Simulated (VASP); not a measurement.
# Co: single point with PBEsol

Crystal: Co.

```
CELL_PARAMETERS angstrom
2.53600 0.00000 0.00000
-1.26800 2.19624 0.00000
0.00000 0.00000 4.13600
ATOMIC_POSITIONS crystal
Co 0.33333 0.66667 0.25000
Co 0.66667 0.33333 0.75000
```

```json
{
  "Program": "VASP 6.6.1",
  "Task": "single point",
  "Functional": "PBEsol",
  "Potentials or basis": "VASP PAW PBE potentials, release 64 (Co)",
  "Cutoff": "520 eV",
  "k mesh": "14 × 14 × 8",
  "Occupations": "fermi-dirac, width 0.1 eV",
  "Spin": "collinear spin, ferromagnetic start",
  "Starting moments": "[1.91, 1.91] μB",
  "Dipole correction": "no",
  "Further INCAR settings": "ALGO = Normal; EDIFF = 1e-06; NBANDS = 20"
}
```

```
Pressure                                              : -20.0 GPa
Net moment                                            : 3.31 μB per cell
Site moments                                          : Co +1.68 μB
Valence electrons inside the program's atomic spheres : Co 8.16
```

Stress tensor (GPa, compression positive):
```
-19.34   0.00   0.00
  0.00 -19.34   0.00
  0.00   0.00 -21.23
```

Levels at points of the mesh, in eV from the Fermi level:
Spin up:
| k point | band 9 | band 10 | band 11 | band 12 | band 13 | band 14 |
| --- | --- | --- | --- | --- | --- | --- |
| (0.00, 0.00, 0.00) | -1.89 | -0.91 | -0.91 | -0.20 | 5.68 | 21.51 |
| (0.50, 0.00, 0.00) | -0.72 | -0.63 | 1.14 | 3.01 | 9.11 | 9.68 |
| (0.00, 0.00, 0.50) | -1.20 | -1.20 | -1.20 | -1.20 | 14.07 | 14.07 |
| (0.50, 0.00, 0.50) | -0.69 | -0.69 | 1.46 | 1.46 | 6.71 | 6.71 |
Spin down:
```csv
k point,band 3,band 4,band 5,band 6,band 7,band 8,band 9,band 10,band 11,band 12
"(0.00, 0.00, 0.00)",-0.93,-0.85,-0.85,-0.52,-0.52,-0.20,-0.10,-0.10,0.99,0.99
"(0.50, 0.00, 0.00)",-2.96,-1.70,-0.96,-0.95,-0.58,1.13,1.22,1.27,2.38,4.02
"(0.00, 0.00, 0.50)",-1.42,-1.42,-0.90,-0.90,-0.90,-0.90,0.68,0.68,0.68,0.68
"(0.50, 0.00, 0.50)",-2.17,-2.17,-0.01,-0.01,0.26,0.26,1.22,1.22,2.08,2.08
```

Wall time 39 s on 1 thread of Intel(R) Xeon(R) 6975P-C (Granite Rapids), with other jobs on the host, peak memory 0.2 GiB.

Caveat: the PAW data sets were made with another functional, which shifts forces and pressure a little.
